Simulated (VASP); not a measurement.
Set up this calculation in VASP 6.6.1, as the native input.

* Task: single point
* Functional: PBE
* Potentials or basis: VASP PAW PBE potentials, release 64 (Sn_d, Ge_d, O)
* Cutoff: 520 eV
* k mesh: 6 × 6 × 6
* Occupations: gaussian, width 0.02 eV
* Spin: no spin polarisation
* Dipole correction: no
* Further INCAR settings: ALGO = Normal; EDIFF = 1e-07; NBANDS = 64

The structure of Sn3GeO8 lies in POSCAR:

```
Sn3GeO8
1.0
   -3.1560214337      3.3551893172      3.3637327006
    3.1560214337     -3.3551893172      3.3637327006
    3.1560214337      3.3551893172     -3.3637327006
Sn Ge O
3 1 8
Direct
    0.0000000000      0.5000000000      0.5000000000
    0.5000000000      0.2506990705      0.7506990705
    0.5000000000      0.7493009295      0.2493009295
    0.0000000000      0.0000000000      0.0000000000
    0.7014029738      0.0000000000      0.7014029738
    0.6966149594      0.5000000000      0.1966149594
    0.1867596077      0.9538409693      0.7670813616
    0.1867596077      0.4196782461      0.2329186384
    0.2985970262      0.0000000000      0.2985970262
    0.3033850406      0.5000000000      0.8033850406
    0.8132403923      0.5803217539      0.7670813616
    0.8132403923      0.0461590307      0.2329186384
```

These files were run (other wordings do the same):

INCAR

```
  PREC = Accurate
  ENCUT = 520
  EDIFF = 1E-7
  ISMEAR = 0
  SIGMA = 0.02
  LREAL = F
  LASPH = T
  NELM = 60
  ALGO = Normal
  ISIF = 2
  LWAVE = F
  LCHARG = F
  GGA = PE
  NBANDS = 64
```

KPOINTS

```
Automatic mesh
0
Gamma
  6 6 6
```

Potentials or basis: VASP PAW PBE potentials, release 64 (Sn_d, Ge_d, O).

The run is started by

```console
$ cat potpaw_PBE.64/Sn_d/POTCAR potpaw_PBE.64/Ge_d/POTCAR potpaw_PBE.64/O/POTCAR > POTCAR
$ mpirun -np 1 vasp_std > vasp.out
```

It gave:

* Pressure: 0.5 GPa
* Largest force: 0.046 eV/Å
* Band gap on the k mesh: 0.66 eV

Caveat: spin-orbit coupling is left out, which moves the levels of the heavy elements.

Wall time 11 min on 1 thread of AMD EPYC 7R43 64-Core Processor (Zen 3), on a shared host, peak memory 0.42 GiB.
